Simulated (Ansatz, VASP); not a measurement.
Se in VASP and in Ansatz

The input INCAR:

```
PREC = Accurate ; ENCUT = 520
EDIFF = 1E-7 ; ISMEAR = -1
SIGMA = 0.1 ; LREAL = False
LASPH = True ; NELM = 100
ALGO = Normal ; ISIF = 2
LWAVE = False ; LCHARG = True
GGA = PS ; LELF = True
LVHAR = True ; NBANDS = 16
```

The input KPOINTS:

```
Automatic mesh
0
Gamma
  9 9 11
```

The input POSCAR:

```
Se
1.0
    4.5480621628      0.0000000000      0.0000000000
   -2.2740310814      3.9387373710      0.0000000000
    0.0000000000      0.0000000000      3.0473642688
Se
3
Direct
    0.0000000000      0.0000000000      0.0000000000
    0.3333333333      0.6666666667      0.5000000000
    0.6666666667      0.3333333333      0.5000000000
```

Input for Ansatz:

```yaml
crystal:
  lattice:
    - [4.5480621628, 0.0, 0.0]
    - [-2.2740310814, 3.938737371, 0.0]
    - [0.0, 0.0, 3.0473642688]
  atoms:
    - { symbol: Se, position: [0.0, 0.0, 0.0] }
    - { symbol: Se, position: [0.3333333333, 0.6666666667, 0.5] }
    - { symbol: Se, position: [0.6666666667, 0.3333333333, 0.5] }
hamiltonian:
  xc: pbesol
  pseudopotentials:
    kind: paw
    azcp:
      Se: "pseudopotentials/Se.paw.azcp"
basis:
  ecutwfc: 420
  fft_grid_basis: typed
kpoints:
  mp_grid: { grid: [9, 9, 11], shift: [0, 0, 0] }
magnetization:
  spin_polarized: false
scf:
  occupations: { method: fermi_dirac, width: 0.1 }
  lower_state_search: "off"
output:
  stress: true
```

Alike in both runs: task single point; functional PBEsol; k mesh 9 × 9 × 11; occupations fermi-dirac, width 0.1 eV; no spin polarisation.

```csv
,VASP,Ansatz
version,VASP 6.6.1,Ansatz 0.2.0
potentials or method,"VASP PAW PBE potentials, release 64 (Se), cutoff 520 eV","plane waves (420 eV) with PAW, scalar-relativistic"
valence electrons in the cell,18,48
```

Ansatz gave:

```
pressure (GPa)                                                : 8.2
traceless stress, the component that is largest in VASP (GPa) : -0.92
```

Estimate VASP's values.

pressure (GPa): 8.3; traceless stress, the component that is largest in VASP (GPa): -0.96.

VASP's potentials were made for PBE, not for PBEsol, and Ansatz warns of the same on its side. VASP's potentials hold 18 valence electrons a cell and Ansatz's 48, so a difference there can come from the potentials and not from the codes.
